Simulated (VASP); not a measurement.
Wanted: the native input for a VASP 6.6.1 run.

| Quantity | Value |
| --- | --- |
| Task | relaxation of cell and atoms |
| Functional | PBE |
| Potentials or basis | VASP PAW PBE potentials, release 64 (Gd) |
| Cutoff | 600 eV |
| k mesh | 14 × 14 × 14 |
| Occupations | fermi-dirac, width 0.1 eV |
| Spin | collinear spin, ferromagnetic start |
| Starting moments | [7.0] μB |
| Target pressure | 8.8 GPa |
| Dipole correction | no |
| Further INCAR settings | ALGO = Normal; EDIFF = 1e-06; IBRION = 2; EDIFFG = -0.005; NSW = 60; ISIF = 3 |

The structure of Gd lies in POSCAR:

```
Gd
1.0
    0.0000000000      2.3820101404      2.3820101404
    2.3820101404      0.0000000000      2.3820101404
    2.3820101404      2.3820101404      0.0000000000
Gd
1
Direct
    0.0000000000      0.0000000000      0.0000000000
```

This isn't the form of Gd at room conditions, which is hcp.

These files were run (other wordings do the same):

INCAR

```
PREC = Accurate ; ENCUT = 600
EDIFF = 1E-6 ; ISMEAR = -1
SIGMA = 0.1 ; LREAL = False
LASPH = True ; NELM = 150
ALGO = Normal ; ISIF = 3
LWAVE = False ; LCHARG = False
ISPIN = 2 ; MAGMOM = 7
LORBIT = 11 ; LMAXMIX = 6
GGA = PE ; IBRION = 2
NSW = 60 ; EDIFFG = -0.005
PSTRESS = 88.0
```

KPOINTS

```
Automatic mesh
0
Gamma
  14 14 14
```

Potentials or basis: VASP PAW PBE potentials, release 64 (Gd).

The run is started by

```sh
$ cat potpaw_PBE.64/Gd/POTCAR > POTCAR
$ mpirun -np 1 vasp_std > vasp.out
```

Results of the run:

```
Relaxed volume                                             : 27.08 Å³/atom
Relaxed cell                                               : a = 3.371 Å, b = 3.371 Å, c = 3.371 Å, α = 60.00°, β = 60.00°, γ = 60.00°
Space group after relaxing (to 0.1 Å)                      : Fm-3m (No. 225)
Energy change on relaxing (the run minimises the enthalpy) : -2.6 meV/atom
Ionic steps                                                : 7
Pressure after relaxing                                    : 8.8 GPa
Net moment                                                 : 7.28 μB per cell
Site moments                                               : Gd +6.88 μB
Valence electrons inside the program's atomic spheres      : Gd 15.32
```

Caveat: the cell is relaxed towards a set pressure, so the run minimises the enthalpy, not the energy; semilocal functionals describe open f shells poorly, which spoils levels, moments and volumes.

Run time: 14 min on 1 thread of AMD EPYC 7R43 64-Core Processor (Zen 3), on a shared host, peak memory 0.23 GiB.
